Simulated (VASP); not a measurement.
# Mg2H2O3 (P-3m1) in VASP: a series of runs, part 2 of 2

VASP 6.6.1. The steps go on from the part before.

## 3. Relaxation of cell and atoms, PBEsol

This run uses another cell than the first one, of 8.47 Å³/atom.

The input, INCAR:

```
ALGO = Normal
EDIFF = 1E-6
EDIFFG = -0.005
ENCUT = 600
GGA = PS
IBRION = 2
ISIF = 3
ISMEAR = 0
LASPH = True
LCHARG = False
LREAL = False
LWAVE = False
NELM = 80
NSW = 100
PREC = Accurate
SIGMA = 0.02
```

The input, KPOINTS:

```
k-points
0
Gamma
  12 12 4
```

The input, POSCAR:

```
Mg2H2O3
1.0
    3.0658917310      0.0000000000      0.0000000000
   -1.5329458655      2.6551401243      0.0000000000
    0.0000000000      0.0000000000      7.2849001824
Mg H O
2 2 3
Direct
    0.6666666667      0.3333333333      0.8333400224
    0.3333333333      0.6666666667      0.1666599776
    0.3333333333      0.6666666667      0.5559630435
    0.6666666667      0.3333333333      0.4440369565
    0.3333333333      0.6666666667      0.6891250516
    0.6666666667      0.3333333333      0.3108749484
    0.0000000000      0.0000000000      0.0000000000
```

Potentials or basis: VASP PAW PBE potentials, release 64 (Mg, H, O).

The run is started by

```
$ cat potpaw_PBE.64/Mg/POTCAR potpaw_PBE.64/H/POTCAR potpaw_PBE.64/O/POTCAR > POTCAR
$ mpirun -np 1 vasp_std > vasp.out
```

OUTCAR:

```text
EDIFF = 1E-6
   EDIFFG = -0.005
   ENCUT = 600
   GGA = PS
   IBRION = 2
   ISIF = 3
   ISMEAR = 0
   LASPH = True
   LREAL = False
   NELM = 80
   NSW = 100
   PREC = Accurate

 ion  position               nearest neighbor table
   1  0.667  0.333  0.833-   5 2.06   5 2.06   5 2.06   7 2.15   7 2.15   7 2.15   2 3.00   2 3.00
                             2 3.00
   2  0.333  0.667  0.167-   6 2.06   6 2.06   6 2.06   7 2.15   7 2.15   7 2.15   1 3.00   1 3.00
                             1 3.00
   3  0.333  0.667  0.556-   5 0.97
   4  0.667  0.333  0.444-   6 0.97
   5  0.333  0.667  0.689-   3 0.97   1 2.06   1 2.06   1 2.06
   6  0.667  0.333  0.311-   4 0.97   2 2.06   2 2.06   2 2.06
   7  0.000  0.000  0.000-   1 2.15   2 2.15   1 2.15   2 2.15   1 2.15   2 2.15

  LATTYP: Found a hexagonal cell.
 ALAT       =     3.0658917310
 C/A-ratio  =     2.3761113639

  Lattice vectors:

[... 406 lines left out ...]
 E-fermi :   1.5460     XC(G=0): -10.4180

 val. band max:        1.4263459109   @ k =   0.0000   0.0000   0.0000
 cond. band min:       5.3686494192   @ k =   0.0000   0.0000   0.0000
 fundamental gap:      3.9423035083
 Fermi energy:         1.5460318711

 k-point     1 :       0.0000    0.0000    0.0000
  band No.  band energies     occupation
      1     -17.1342      2.00000
      2     -16.4461      2.00000
      3     -14.6102      2.00000
      4      -5.2009      2.00000
      5      -4.3372      2.00000
      6       0.2738      2.00000
[... 433 lines left out ...]
      3     -14.4421      2.00000
      4      -5.2444      2.00000
      5      -4.0021      2.00000
      6      -0.5554      2.00000
[... 8 lines left out ...]
     15      10.4870      0.00000
     16      12.8440      0.00000

 [... further k-points ...]

------------------------ aborting loop because EDIFF is reached ----------------------------------------

  FORCE on cell =-STRESS in cart. coord.  units (eV):
  Direction    XX          YY          ZZ          XY          YZ          ZX
  --------------------------------------------------------------------------------------
  -------------------------------------------------------------------------------------
  Total        0.0007219      0.0007219      0.0036740     -0.0000000      0.0000000     -0.0000000
  in kB        0.0197331      0.0197331      0.1004239     -0.0000000      0.0000000     -0.0000000
  external PRESSURE =       0.0466300 kB  Pullay stress =       0.0000000 kB
[... 22 lines left out ...]
  FREE ENERGIE OF THE ION-ELECTRON SYSTEM (eV)
  ---------------------------------------------------
  free  energy   TOTEN  =       -39.9973552385 eV

  energy  without entropy=      -39.9973552385  energy(sigma->0) =      -39.99735524

 reached required accuracy - stopping structural energy minimisation
```

OSZICAR:

```text
N       E                     dE             d eps       ncg     rms          rms(c)
DAV:   1     0.120729686039E+03    0.12073E+03   -0.13168E+04  2208   0.152E+03
DAV:   2    -0.385007682626E+02   -0.15923E+03   -0.15586E+03  2800   0.284E+02
DAV:   3    -0.446435811538E+02   -0.61428E+01   -0.61348E+01  2888   0.657E+01
DAV:   4    -0.446741270599E+02   -0.30546E-01   -0.30537E-01  2952   0.493E+00
[... 140 lines left out ...]
DAV:   1    -0.399974125888E+02   -0.56595E-04   -0.66599E-03  2208   0.771E-01    0.498E-02
DAV:   2    -0.399973637036E+02    0.48885E-04   -0.19811E-04  2816   0.123E-01    0.185E-02
DAV:   3    -0.399973570515E+02    0.66521E-05   -0.15447E-05  2880   0.334E-02    0.823E-03
DAV:   4    -0.399973554273E+02    0.16242E-05   -0.49068E-06  3088   0.218E-02    0.265E-03
DAV:   5    -0.399973552385E+02    0.18881E-06   -0.44627E-07  1264   0.600E-03
  23 F= -.39997355E+02 E0= -.39997355E+02  d E =-.100249E-04
```

CONTCAR:

```text
Mg2H2O3
   1.00000000000000
     3.0574137713644012   -0.0000000000000000   -0.0000000000000000
    -1.5287068856822006    2.6477979958833009    0.0000000000000000
    -0.0000000000000000    0.0000000000000000    7.2406479263081369
  Mg              H               O
     2     2     3
Direct
     0.6666666667000030    0.3333333332999970    0.8325241066360760
     0.3333333332999970    0.6666666667000030    0.1674758933639242
     0.3333333332999970    0.6666666667000030    0.5527956371400803
     0.6666666667000030    0.3333333332999970    0.4472043628599197
     0.3333333332999970    0.6666666667000030    0.6872317088242355
     0.6666666667000030    0.3333333332999970    0.3127682911757647
     0.0000000000000000    0.0000000000000000    0.0000000000000000

  0.00000000E+00  0.00000000E+00  0.00000000E+00
  0.00000000E+00  0.00000000E+00  0.00000000E+00
  0.00000000E+00  0.00000000E+00  0.00000000E+00
  0.00000000E+00  0.00000000E+00  0.00000000E+00
  0.00000000E+00  0.00000000E+00  0.00000000E+00
  0.00000000E+00  0.00000000E+00  0.00000000E+00
  0.00000000E+00  0.00000000E+00  0.00000000E+00
```

Run time: 6.7 min. Hardware: 1 thread of Intel Xeon Platinum 8559C (Emerald Rapids), shared host; peak memory 0.24 GiB.

Results:

| Item | Value |
| --- | --- |
| Free energy | -39.9974 eV |
| Relaxed volume | 8.37 Å³/atom |
| Relaxed cell | a = 3.057 Å, b = 3.057 Å, c = 7.241 Å, α = 90.00°, β = 90.00°, γ = 120.00° |
| Space group after relaxing (to 0.1 Å) | P-3m1 (No. 164) |
| Energy gained by relaxing | 0.3 meV/atom |
| Ionic steps | 23 |
| Pressure after relaxing | 0.0 GPa |
| Band gap on the k mesh | 3.94 eV |

Step by step:
```csv
step,energy change (eV),largest force (eV/Å),pressure (GPa),volume (Å³)
1,0.0000,0.1559,-0.43,59.30
2,0.0069,0.6593,-1.01,59.11
3,-0.0007,0.0362,-0.60,59.26
4,-0.0012,0.0329,-0.07,59.00
5,-0.0012,0.0314,0.04,58.94
6,-0.0013,0.0436,0.04,58.94
7,-0.0013,0.0476,0.05,58.94
8,-0.0013,0.0384,0.01,58.94
9,-0.0014,0.0248,-0.06,58.94
10,-0.0014,0.0264,-0.10,58.94
11,-0.0014,0.0244,-0.09,58.93
12,-0.0015,0.0165,-0.06,58.91
13,-0.0016,0.0127,-0.09,58.86
14,-0.0016,0.0299,0.01,58.76
15,-0.0016,0.0202,0.01,58.80
16,-0.0017,0.0190,-0.05,58.78
17,-0.0018,0.0406,-0.08,58.72
18,-0.0018,0.0298,-0.07,58.71
19,-0.0019,0.0096,0.00,58.67
20,-0.0018,0.0686,0.12,58.59
21,-0.0019,0.0194,0.03,58.65
22,-0.0019,0.0132,0.04,58.64
23,-0.0019,0.0018,0.00,58.62
```

Final structure:
```cif
data_structure
_symmetry_space_group_name_H-M 'P 1'
_symmetry_Int_Tables_number 1
_cell_length_a 3.0574
_cell_length_b 3.0574
_cell_length_c 7.2406
_cell_angle_alpha 90.000
_cell_angle_beta 90.000
_cell_angle_gamma 120.000
_cell_volume 58.62
loop_
_atom_site_label
_atom_site_type_symbol
_atom_site_fract_x
_atom_site_fract_y
_atom_site_fract_z
_atom_site_occupancy
Mg1 Mg 0.66667 0.33333 0.83252 1
Mg2 Mg 0.33333 0.66667 0.16748 1
H1 H 0.33333 0.66667 0.55280 1
H2 H 0.66667 0.33333 0.44720 1
O1 O 0.33333 0.66667 0.68723 1
O2 O 0.66667 0.33333 0.31277 1
O3 O 0.00000 0.00000 0.00000 1
```

Caveat: the PAW data sets were made with another functional, which shifts forces and pressure a little.
